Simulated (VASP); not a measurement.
Write the native input for VASP 6.6.1 that does the following.

```yaml
Task: single point
Functional: r2SCAN
Potentials_or_basis: VASP PAW PBE potentials, release 64 (Pb_d, S)
Cutoff: 520 eV
k_mesh: 4 × 4 × 4
Occupations: gaussian, width 0.01 eV
Spin: no spin polarisation
Dipole_correction: no
Further_INCAR_settings: ALGO = Normal; EDIFF = 1e-06; NBANDS = 17
```

The system is PbS.

```
CELL_PARAMETERS angstrom
0.00000 3.30098 3.30098
3.30098 0.00000 3.30098
3.30098 3.30098 0.00000
ATOMIC_POSITIONS crystal
Pb 0.00000 0.00000 0.00000
S 0.25000 0.25000 0.25000
```

These files were run (other wordings do the same):

POSCAR

```
PbS
1.0
    0.0000000000      3.3009774917      3.3009774917
    3.3009774917      0.0000000000      3.3009774917
    3.3009774917      3.3009774917      0.0000000000
Pb S
1 1
Direct
    0.0000000000      0.0000000000      0.0000000000
    0.2500000000      0.2500000000      0.2500000000
```

INCAR.step1

```
PREC = Accurate
ENCUT = 520
ISMEAR = 0
SIGMA = 0.01
LREAL = False
LASPH = True
NELM = 80
NBANDS = 17
GGA = PE
ALGO = Normal
EDIFF = 1E-4
LWAVE = True
LCHARG = False
```

INCAR.step2

```
PREC = Accurate
ENCUT = 520
EDIFF = 1E-6
ISMEAR = 0
SIGMA = 0.01
LREAL = False
LASPH = True
NELM = 80
ALGO = Normal
ISIF = 2
LWAVE = False
LCHARG = False
METAGGA = R2SCAN
LMIXTAU = True
NBANDS = 17
ISTART = 1
```

KPOINTS

```
regular mesh
0
Gamma
  4 4 4
```

Potentials or basis: VASP PAW PBE potentials, release 64 (Pb_d, S).

The run is started by

```sh
$ cat potpaw_PBE.64/Pb_d/POTCAR potpaw_PBE.64/S/POTCAR > POTCAR
$ cp INCAR.step1 INCAR
$ mpirun -np 1 vasp_std > vasp.out
$ cp INCAR.step2 INCAR
$ mpirun -np 1 vasp_std > vasp.out
```

Results of the run:

| Item | Value |
| --- | --- |
| Pressure | -0.1 GPa |
| Band gap on the k mesh | 0.95 eV (least direct gap 1.45 eV) |

Caveat: the PAW data sets were made with another functional, which shifts forces and pressure a little; spin-orbit coupling is left out, which moves the levels of the heavy elements.

Run time: 39 s on 1 thread of AMD EPYC 7R13 Processor (Zen 3), with other jobs on the host, peak memory 0.19 GiB.
